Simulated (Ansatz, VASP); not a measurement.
**CdTe: VASP beside Ansatz**

```
Cd Te
1.0
     0.00000    3.20500    3.20500
     3.20500    0.00000    3.20500
     3.20500    3.20500    0.00000
Cd Te
1 1
Cartesian
  0.0000 0.0000 0.0000
  4.8075 4.8075 4.8075
```

Alike in both runs: task single point; functional PBE; k mesh 9 × 9 × 9; occupations fermi-dirac, width 0.08 eV; non-collinear spin, spin-orbit coupling.

|  | VASP | Ansatz |
| --- | --- | --- |
| version | VASP 6.6.1 | Ansatz 0.2.0 |
| potentials or method | VASP PAW PBE potentials, release 64 (Cd, Te), cutoff 520 eV | all-electron LAPW |

Ansatz gave:

```
pressure (GPa)           : 4.3
net moment per atom (μB) : 0.00
```

Task: What did VASP give for the same quantities?

Result: Pressure (GPa): 4.4; net moment per atom (μB): 0.00.

Ansatz ran all-electron here, and VASP with PAW potentials.
